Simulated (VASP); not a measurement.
## Ni: single point with PBE

The system is Ni.

```xyz
1
Lattice="0.0000 1.8589 1.8589 1.8589 0.0000 1.8589 1.8589 1.8589 0.0000" Properties=species:S:1:pos:R:3 pbc="T T T"
Ni    0.0000    0.0000    0.0000
```

```json
{
  "Program": "VASP 6.6.1",
  "Task": "single point",
  "Functional": "PBE",
  "Potentials or basis": "VASP PAW PBE potentials, release 64 (Ni)",
  "Cutoff": "520 eV",
  "k mesh": "24 × 24 × 24",
  "Occupations": "gaussian, width 0.15 eV",
  "Spin": "collinear spin, ferromagnetic start",
  "Starting moments": "[1.0] μB",
  "Fixed moment": "1 μB"
}
```

The pressure is -19.8 GPa. The net moment is 1.00 μB per cell, the site moments are Ni +1.00 μB and the valence electrons inside the program's atomic spheres are Ni 9.05.

It took 70 s on 1 thread of Intel(R) Xeon(R) 6975P-C (Granite Rapids), on a shared host, peak memory 0.22 GiB.

Caveat: the cell stands under tension; the total moment is fixed, so each spin has its own Fermi level.
